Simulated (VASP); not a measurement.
# GaP (F-43m) in VASP: notebook

The runs below take GaP through single point, with r2SCAN.

Everything below comes from runs of VASP 6.6.1. Logs are shortened: lines on timing, memory, paths and dates and some standing lists are left out, and cuts for length are marked.

### Step 1. The cell of the first run

It takes space group F-43m (No. 216, cubic). Conventional cell: a = 5.339 Å, b = 5.339 Å, c = 5.339 Å, α = 90.00°, β = 90.00°, γ = 90.00°. Ga (site symmetry -43m) has 4 P at 2.31 Å within 3.1 Å. P (site symmetry -43m) has 4 Ga at 2.31 Å within 3.1 Å.

### Step 2. Single point, r2SCAN (volume scaled by 0.94)

POSCAR

```
GaP
1.0
    0.0000000000      2.6696170428      2.6696170428
    2.6696170428      0.0000000000      2.6696170428
    2.6696170428      2.6696170428      0.0000000000
Ga P
1 1
Direct
    0.0000000000      0.0000000000      0.0000000000
    0.2500000000      0.2500000000      0.2500000000
```

INCAR.step1

```
ALGO = Normal ; EDIFF = 1E-4
ENCUT = 520 ; GGA = PE
ISMEAR = 0 ; LASPH = T
LCHARG = F ; LREAL = F
LWAVE = T ; NBANDS = 16
NELM = 60 ; PREC = Accurate
SIGMA = 0.02
```

INCAR.step2

```
ALGO = Normal ; EDIFF = 1E-7
ENCUT = 520 ; ISIF = 2
ISMEAR = 0 ; ISTART = 1
LASPH = T ; LCHARG = F
LMIXTAU = T ; LREAL = F
LWAVE = F ; METAGGA = R2SCAN
NBANDS = 16 ; NELM = 60
PREC = Accurate ; SIGMA = 0.02
```

KPOINTS

```
k-points
0
Gamma
  8 8 8
```

Potentials or basis: VASP PAW PBE potentials, release 64 (Ga_d, P).

The run is started by

```console
cat potpaw_PBE.64/Ga_d/POTCAR potpaw_PBE.64/P/POTCAR > POTCAR
cp INCAR.step1 INCAR
mpirun -np 1 vasp_std > vasp.out
cp INCAR.step2 INCAR
mpirun -np 1 vasp_std > vasp.out
```

OUTCAR:

```text
EDIFF = 1E-7
   ENCUT = 520
   ISIF = 2
   ISMEAR = 0
   ISTART = 1
   LASPH = T
   LREAL = F
   METAGGA = R2SCAN
   NELM = 60
   PREC = Accurate

 ion  position               nearest neighbor table
   1  0.000  0.000  0.000-   2 2.31   2 2.31   2 2.31   2 2.31
   2  0.250  0.250  0.250-   1 2.31   1 2.31   1 2.31   1 2.31

  LATTYP: Found a face centered cubic cell.
 ALAT       =     5.3392340856

  Lattice vectors:

 A1 = (   0.0000000000,   2.6696170428,   2.6696170428)
 A2 = (   2.6696170428,   0.0000000000,   2.6696170428)
 A3 = (   2.6696170428,   2.6696170428,   0.0000000000)

Analysis of symmetry for initial positions (statically):
=====================================================================
 Subroutine PRICEL returns:
 Original cell was already a primitive cell.

 Routine SETGRP: Setting up the symmetry group for a
 face centered cubic supercell.

 Subroutine GETGRP returns: Found 24 space group operations
 (whereof 24 operations were pure point group operations)
 out of a pool of 48 trial point group operations.

The static configuration has the point symmetry T_d .

Analysis of symmetry for dynamics (positions and initial velocities):
=====================================================================
 Subroutine PRICEL returns:
 Original cell was already a primitive cell.

 Routine SETGRP: Setting up the symmetry group for a
 face centered cubic supercell.

 Subroutine GETGRP returns: Found 24 space group operations
 (whereof 24 operations were pure point group operations)
 out of a pool of 48 trial point group operations.

The dynamic configuration has the point symmetry T_d .

 Subroutine INISYM returns: Found 24 space group operations
 (whereof 24 operations are pure point group operations),
 and found     1 'primitive' translations

----------------------------------------------------------------------------------------

                                     Primitive cell

  volume of cell :      38.0519

  direct lattice vectors                    reciprocal lattice vectors
     0.000000000  2.669617043  2.669617043    -0.187292781  0.187292781  0.187292781
     2.669617043  0.000000000  2.669617043     0.187292781 -0.187292781  0.187292781
     2.669617043  2.669617043  0.000000000     0.187292781  0.187292781 -0.187292781

  length of vectors
     3.775408628  3.775408628  3.775408628     0.324400612  0.324400612  0.324400612

  position of ions in fractional coordinates (direct lattice)
[... 73 lines left out ...]
   ISPIN  =      1    spin polarized calculation?
   LNONCOLLINEAR =      F non collinear calculations
   LSORBIT =      F    spin-orbit coupling
   LASPH  =      T    aspherical Exc in radial PAW
   ENCUT  =  520.0 eV  38.22 Ry    6.18 a.u.   7.02  7.02  7.02*2*pi/ulx,y,z
   NELM   =     60;   NELMIN=  2; NELMDL=  0     # of ELM steps
   EDIFF  = 0.1E-06   stopping-criterion for ELM
   LREAL  =      F    real-space projection
   EDIFFG = 0.1E-05   stopping-criterion for IOM
   NSW    =      0    number of steps for IOM
   IBRION =     -1    ionic relax: 0-MD 1-quasi-New 2-CG
   NFREE  =      0    steps in history (QN), initial steepest desc. (CG)
   ISIF   =      2    stress and relaxation
   ISYM   =      2    0-nonsym 1-usesym 2-fastsym
   POTIM  = 0.5000    time-step for ionic-motion
   TEBEG  =    0.0;   TEEND  =   0.0 temperature during run
   PSTRESS=    0.0 pullay stress
   NELECT =      18.0000    total number of electrons
   NUPDOWN=      -1.0000    fix difference up-down
   EMIN   =  10.00;   EMAX   =-10.00  energy-range for DOS
   EFERMI =   0.00;   METHOD = LEGACY
   ISMEAR =     0;   SIGMA  =   0.02  broadening in eV -4-tet -1-fermi 0-gaus
   EFERMI_NEDOS =   21; number of points for ismear=-14 and -15
   IALGO  =     38    algorithm
   IMIX   =      4    mixing-type and parameters
     AMIX     =   0.40;   BMIX     =  1.00
     AMIX_MAG =   1.60;   BMIX_MAG =  1.00
  volume/ion in A,a.u.               =      19.03       128.39
  Fermi-wavevector in a.u.,A,eV,Ry     =   1.275577  2.410491 22.137997  1.627097
  Thomas-Fermi vector in A             =   2.408281
   LORBIT       =      0    0 simple, 1 ext, 2 COOP (PROOUT), +10 PAW based schemes
   METAGGA = R2SCAN    functional components
   LHFCALC =     F    Hartree Fock is set to
   AEXX    =    0.0000 exact exchange contribution
   IVDW    =     0    specifies the selected vdW correction
   LEPSILON=     F    determine dielectric tensor
   LRPA    =     F    only Hartree local field effects (RPA)
 non-spin polarized calculation
 Gauss-broadening in eV      SIGMA  =   0.02
  energy-cutoff  :      520.00
  volume of cell :       38.05
 maximum number of plane-waves:      1036
   NGX = 13   NGY = 13   NGZ = 13

 number of electron      17.9999984 magnetization

 Free energy of the ion-electron system (eV)
  ---------------------------------------------------
  ext. energy  EPLUGINS =         0.00000000
  ---------------------------------------------------
  free energy    TOTEN  =       -21.41818906 eV

  energy without entropy =      -21.41818906  energy(sigma->0) =      -21.41818906

 E-fermi :   5.2698     XC(G=0): -10.8549

 val. band max:        5.1214152277   @ k =   0.0000   0.0000   0.0000
 cond. band min:       6.8994246043   @ k =   0.5000   0.5000   0.0000
 fundamental gap:      1.7780093766
 Fermi energy:         5.2697754234

 k-point     1 :       0.0000    0.0000    0.0000
  band No.  band energies     occupation
      1      -9.9872      2.00000
      2      -9.9872      2.00000
      3      -9.9872      2.00000
      4      -9.8515      2.00000
      5      -9.8515      2.00000
      6      -8.4007      2.00000
[... 433 lines left out ...]
      3      -9.9306      2.00000
      4      -9.8588      2.00000
      5      -9.8422      2.00000
      6      -5.5581      2.00000
[... 8 lines left out ...]
     15      18.0161      0.00000
     16      18.7643      0.00000

 [... further k-points ...]
[... 5 lines left out ...]
  --------------------------------------------------------------------------------------
  -------------------------------------------------------------------------------------
  Total        1.4790108      1.4790108      1.4790108     -0.0000000      0.0000000     -0.0000000
  in kB       62.2737525     62.2737525     62.2737525     -0.0000000      0.0000000     -0.0000000
  external PRESSURE =      62.2737525 kB  Pullay stress =       0.0000000 kB

 VOLUME and BASIS-vectors are now :
 -----------------------------------------------------------------------------
  energy-cutoff  :      520.00
  volume of cell :       38.05
      direct lattice vectors                 reciprocal lattice vectors
     0.000000000  2.669617043  2.669617043    -0.187292781  0.187292781  0.187292781
     2.669617043  0.000000000  2.669617043     0.187292781 -0.187292781  0.187292781
     2.669617043  2.669617043  0.000000000     0.187292781  0.187292781 -0.187292781

 POSITION                                       TOTAL-FORCE (eV/Angst)
 -----------------------------------------------------------------------------------
      0.00000      0.00000      0.00000         0.000000      0.000000      0.000000
      1.33481      1.33481      1.33481        -0.000000     -0.000000     -0.000000
 -----------------------------------------------------------------------------------
    total drift:                                0.000007      0.000007      0.000007

  FREE ENERGIE OF THE ION-ELECTRON SYSTEM (eV)
  ---------------------------------------------------
  free  energy   TOTEN  =       -21.4181890627 eV

  energy  without entropy=      -21.4181890627  energy(sigma->0) =      -21.41818906
```

OSZICAR.step1:

```text
N       E                     dE             d eps       ncg     rms          rms(c)
DAV:   1     0.870209660999E+02    0.87021E+02   -0.90078E+03   952   0.165E+03
DAV:   2    -0.253375242006E+01   -0.89555E+02   -0.85325E+02  1048   0.331E+02
DAV:   3    -0.921482989843E+01   -0.66811E+01   -0.66567E+01  1160   0.678E+01
DAV:   4    -0.932110098800E+01   -0.10627E+00   -0.10625E+00  1144   0.918E+00
DAV:   5    -0.932303799605E+01   -0.19370E-02   -0.19369E-02  1200   0.113E+00    0.456E+00
DAV:   6    -0.906576593632E+01    0.25727E+00   -0.38003E-01  1440   0.113E+01    0.306E+00
DAV:   7    -0.903332715883E+01    0.32439E-01   -0.10960E-01  1224   0.233E+00    0.118E+00
DAV:   8    -0.903353824085E+01   -0.21108E-03   -0.14127E-02  1072   0.147E+00    0.253E-01
DAV:   9    -0.903392537341E+01   -0.38713E-03   -0.13504E-03  1184   0.484E-01    0.750E-02
DAV:  10    -0.903397975379E+01   -0.54380E-04   -0.86272E-05   920   0.135E-01
   1 F= -.90339798E+01 E0= -.90339798E+01  d E =-.120374E-30
```

Run time: 43 s. Hardware: 1 thread of Intel Xeon 6975P-C (Granite Rapids), shared host; peak memory 0.17 GiB.

What came out:

- Free energy: -21.4182 eV
- Pressure: 6.2 GPa
- Band gap on the k mesh: 1.78 eV, indirect (least direct gap 2.90 eV)

Levels at points of the mesh, in eV from the valence-band top:
| k point | band 7 | band 8 | band 9 | band 10 | band 11 | band 12 |
| --- | --- | --- | --- | --- | --- | --- |
| (0.00, 0.00, 0.00) | 0.00 | 0.00 | 0.00 | 2.90 | 4.16 | 4.16 |
| (0.50, 0.00, 0.00) | -7.23 | -1.27 | -1.27 | 2.24 | 5.03 | 5.03 |
| (0.50, 0.50, 0.00) | -7.27 | -3.03 | -3.03 | 1.78 | 2.03 | 11.83 |

Caveat: the PAW data sets were made with another functional, which shifts forces and pressure a little.

(Continued in part 2 of 2.)
